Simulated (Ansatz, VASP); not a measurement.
## HfO2: VASP beside Ansatz

Contents of INCAR:

```
SYSTEM = HfO2
PREC = Accurate
ENCUT = 520
EDIFF = 1E-7
ISMEAR = 0
SIGMA = 0.05
LREAL = .FALSE.
LASPH = .TRUE.
NELM = 60
ALGO = Normal
ISIF = 2
LWAVE = .FALSE.
LCHARG = .TRUE.
GGA = PE
LELF = .TRUE.
LVHAR = .TRUE.
NBANDS = 56
```

KPOINTS

```
Automatic mesh
0
G
  6 6 2
  0 0 0
```

File POSCAR:

```
HfO2
1.0
   -3.6043047991      0.0000000000      0.0000000000
    0.0000000000     -3.6043047991      0.0000000000
   -0.7208609598      0.0000000000     10.5279346079
Hf O
4 8
Direct
    0.4596600000      0.5000000000      0.2017000000
    0.3596600000      0.5000000000      0.7017000000
    0.9096600000      1.0000000000      0.4517000000
    0.8096600000      1.0000000000      0.9517000000
   -0.0596652093      0.5000000000      0.2983260466
   -0.1596652093      0.5000000000      0.7983260466
    0.4289852093      0.0000000000      0.3550739534
    0.3289852093      0.0000000000      0.8550739534
    0.4789852093      0.0000000000      0.1050739534
    0.3789852093      0.0000000000      0.6050739534
   -0.0096652093      0.5000000000      0.0483260466
   -0.1096652093      0.5000000000      0.5483260466
```

Input for Ansatz:

```yaml
crystal:
  lattice:
    - [-3.6043047991, 0.0, 0.0]
    - [0.0, -3.6043047991, 0.0]
    - [-0.7208609598, 0.0, 10.5279346079]
  atoms:
    - { symbol: Hf, position: [0.45966, 0.5, 0.2017] }
    - { symbol: Hf, position: [0.35966, 0.5, 0.7017] }
    - { symbol: Hf, position: [0.90966, 1.0, 0.4517] }
    - { symbol: Hf, position: [0.80966, 1.0, 0.9517] }
    - { symbol: O, position: [-0.0596652093, 0.5, 0.2983260466] }
    - { symbol: O, position: [-0.1596652093, 0.5, 0.7983260466] }
    - { symbol: O, position: [0.4289852093, 0.0, 0.3550739534] }
    - { symbol: O, position: [0.3289852093, 0.0, 0.8550739534] }
    - { symbol: O, position: [0.4789852093, 0.0, 0.1050739534] }
    - { symbol: O, position: [0.3789852093, 0.0, 0.6050739534] }
    - { symbol: O, position: [-0.0096652093, 0.5, 0.0483260466] }
    - { symbol: O, position: [-0.1096652093, 0.5, 0.5483260466] }
basis:
  ecutwfc: 420
kpoints:
  mp_grid: { grid: [6, 6, 2] }
hamiltonian:
  xc: pbe
scf:
  occupations: { method: gaussian, width: 0.05 }
output:
  forces: true
  stress: true
  eigenvalues: true
```

Alike in both runs: task single point; functional PBE; k mesh 6 × 6 × 2; occupations gaussian, width 0.05 eV; no spin polarisation.

|  | VASP | Ansatz |
| --- | --- | --- |
| version | VASP 6.6.1 | Ansatz 0.2.0 |
| potentials or method | VASP PAW PBE potentials, release 64 (Hf_pv, O), cutoff 520 eV | scalar-relativistic, plane waves, PAW |
| valence electrons in the cell | 88 | 152 |

|  | VASP | Ansatz | Ansatz less VASP |
| --- | --- | --- | --- |
| gap on the k mesh at the Fermi level (eV) | 3.93 | 3.95 | +0.027 |
| least direct gap on the mesh (eV) | 4.22 | 4.24 | +0.028 |
| pressure (GPa) | -1.5 | 1.6 | +3.09 |
| traceless stress, the component that is largest in VASP (GPa) | 4.49 | 4.58 | +0.092 |
| rms of the force components (eV/Å) | 0.713 | 0.717 | +0.0032 |

Atom by atom the forces differ by 0.028 eV/Å (rms over components). VASP's potentials hold 88 valence electrons a cell and Ansatz's 152, so a difference there can come from the potentials and not from the codes.

Neither program's run includes spin-orbit coupling.
